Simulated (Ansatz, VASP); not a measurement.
One calculation of Zn, two programs

Contents of INCAR:

```
PREC     = Accurate       # precision mode
ENCUT    = 520            # plane-wave cutoff, eV
EDIFF    = 1E-6           # SCF threshold, eV
ISMEAR   = -1             # smearing method
SIGMA    = 0.03           # smearing width, eV
LREAL    = F              # projectors in reciprocal space
LASPH    = T              # aspherical terms in the spheres
NELM     = 100            # most SCF steps
ALGO     = Normal         # electronic algorithm
ISIF     = 2              # what is computed and relaxed
LWAVE    = F              # write WAVECAR
LCHARG   = F              # write CHGCAR
GGA      = CA             # functional
NBANDS   = 19             # bands
```

KPOINTS

```
Automatic mesh
0
Gamma
  16 16 8
```

Contents of POSCAR:

```
Zn
1.0
    2.6647980532      0.0000000000      0.0000000000
   -1.3323990266      2.3077828100      0.0000000000
    0.0000000000      0.0000000000      4.9467000000
Zn
2
Direct
    0.3333333333      0.6666666667      0.2500000000
    0.6666666667      0.3333333333      0.7500000000
```

Input for Ansatz:

```yaml
crystal:
  lattice:
    - [2.6647980532, 0.0, 0.0]
    - [-1.3323990266, 2.30778281, 0.0]
    - [0.0, 0.0, 4.9467]
  atoms:
    - { symbol: Zn, position: [0.3333333333, 0.6666666667, 0.25] }
    - { symbol: Zn, position: [0.6666666667, 0.3333333333, 0.75] }
kpoints:
  mp_grid: { grid: [16, 16, 8] }
  band_path:
    path:
      - [0.0, 0.0, 0.0]
      - [0.5, 0.0, 0.0]
      - [0.3333333333, 0.3333333333, 0.0]
      - [0.0, 0.0, 0.0]
      - [0.0, 0.0, 0.5]
      - [0.5, 0.0, 0.5]
      - [0.3333333333, 0.3333333333, 0.5]
      - [0.0, 0.0, 0.5]
      - [0.5, 0.0, 0.5]
    npoints: 5
scf:
  occupations: { method: fermi_dirac, width: 0.03 }
hamiltonian:
  xc: lda
  pseudopotentials: { kind: all_electron, lapw: { basis_error: 0.00025 } }
output:
  forces: true
  stress: true
  eigenvalues: true
```

Alike in both runs: task single point; functional LDA; k mesh 16 × 16 × 8; occupations fermi-dirac, width 0.03 eV; no spin polarisation.

|  | VASP | Ansatz |
| --- | --- | --- |
| version | VASP 6.6.1 | Ansatz 0.2.0 |
| potentials or method | VASP PAW LDA potentials, release 64 (Zn), cutoff 520 eV | all-electron LAPW, scalar-relativistic |

|  | VASP | Ansatz | Ansatz less VASP |
| --- | --- | --- | --- |
| pressure (GPa) | -8.6 | -9.0 | -0.44 |
| traceless stress, the component that is largest in VASP (GPa) | 1.27 | 1.44 | +0.169 |

LDA's correlation is that of Perdew and Zunger in VASP and of Perdew and Wang (1992) in Ansatz. Ansatz ran all-electron here, and VASP with PAW potentials.
